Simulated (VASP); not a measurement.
The system is Re.

```xyz
2
Lattice="2.7610 0.0000 0.0000 -1.3805 2.3911 0.0000 0.0000 0.0000 4.4560" Properties=species:S:1:pos:R:3 pbc="T T T"
Re    0.0000    1.5941    1.1140
Re    1.3805    0.7970    3.3420
```

```yaml
Program: VASP 6.6.1
Task: relaxation of cell and atoms
Functional: PBE
Potentials_or_basis: VASP PAW PBE potentials, release 64 (Re)
Cutoff: 600 eV
k_mesh: 18 × 18 × 11
Occupations: gaussian, width 0.05 eV
Spin: no spin polarisation
```

At the start: pressure 5.8 GPa; volume 14.71 Å³/atom.

**Question.** Where does the relaxation end?

**Answer.** Over 4 steps the energy falls by 3.4 meV/atom and the volume is 14.93 Å³/atom (+1.5 %); space group P6_3/mmc (No. 194, to 0.05 Å).

The path:
```
step  energy change (eV)  largest force (eV/Å)  pressure (GPa)  volume (Å³)
   1              0.0000                0.0000            5.81        29.42
   2              0.1162                0.0000          -19.87        31.75
   3             -0.0069                0.0000           -0.13        29.87
   4             -0.0069                0.0000           -0.08        29.86
```

Final structure:
```yaml
crystal:
  lattice:
    - [2.77471, 0.00000, 0.00000]
    - [-1.38736, 2.40297, 0.00000]
    - [0.00000, 0.00000, 4.47901]
  atoms:
    - { symbol: Re, position: [0.33333, 0.66667, 0.25000] }
    - { symbol: Re, position: [0.66667, 0.33333, 0.75000] }
```
